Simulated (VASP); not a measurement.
Here is a VASP 6.6.1 calculation.

The input INCAR:

```
PREC = Accurate ; ENCUT = 520
EDIFF = 1E-6 ; ISMEAR = 0
SIGMA = 0.1 ; LREAL = Auto
LASPH = True ; NELM = 80
ALGO = Normal ; ISIF = 2
LWAVE = False ; LCHARG = False
LDIPOL = True ; IDIPOL = 3
DIPOL = 0.5 0.5 0.305 ; GGA = PE
IVDW = 12 ; NBANDS = 56
```

The input KPOINTS:

```
Automatic mesh
0
Gamma
  6 4 1
```

File POSCAR:

```
HC20
1.0
    4.9292027291      0.0000000000      0.0000000000
    0.0000000000      6.8054113579      0.0000000000
    0.0000000000      0.0000000000     22.2346643469
C H
20 1
Direct
    0.3122885183      0.2500141188      0.1798992752
    0.8122885183      0.2500141188      0.1798992752
    0.0622635010      0.2500141188      0.2119095571
    0.5622635010      0.2500141188      0.2119095571
    0.1871989222      0.7499858812      0.2279080302
    0.6871989222      0.7499858812      0.2279080302
    0.4371739048      0.7499858812      0.2599183120
    0.9371739048      0.7499858812      0.2599183120
    0.0621093260      0.2500141188      0.2759167852
    0.5621093260      0.2500141188      0.2759167852
    0.3120409925      0.2500133946      0.3071026518
    0.8120409925      0.2500133946      0.3071026518
    0.4371093881      0.7499905632      0.3309339292
    0.9371093881      0.7499905632      0.3309339292
    0.1866551682      0.7499900467      0.3565506911
    0.6866551682      0.7499900467      0.3565506911
    0.3119519864      0.2500147752      0.3740490919
    0.8119519864      0.2500147752      0.3740490919
    0.0621664184      0.2500173699      0.4018349100
    0.5621664184      0.2500173699      0.4018349100
    0.3954997517      0.5833507033      0.5502518120
```

Potentials or basis: VASP PAW PBE potentials, release 64 (C, H).

Command:

```bash
$ cat potpaw_PBE.64/C/POTCAR potpaw_PBE.64/H/POTCAR > POTCAR
$ mpirun -np 1 vasp_std > vasp.out
```

(1) Predict the largest force.

(2) What does it give for the dispersion energy per atom?

(3) What does it give for the band gap on the k mesh?

Answers

(1) 3.413 eV/Å.

(2) -0.103 eV.

(3) zero (an odd number of electrons rules out a gap without spin polarisation).
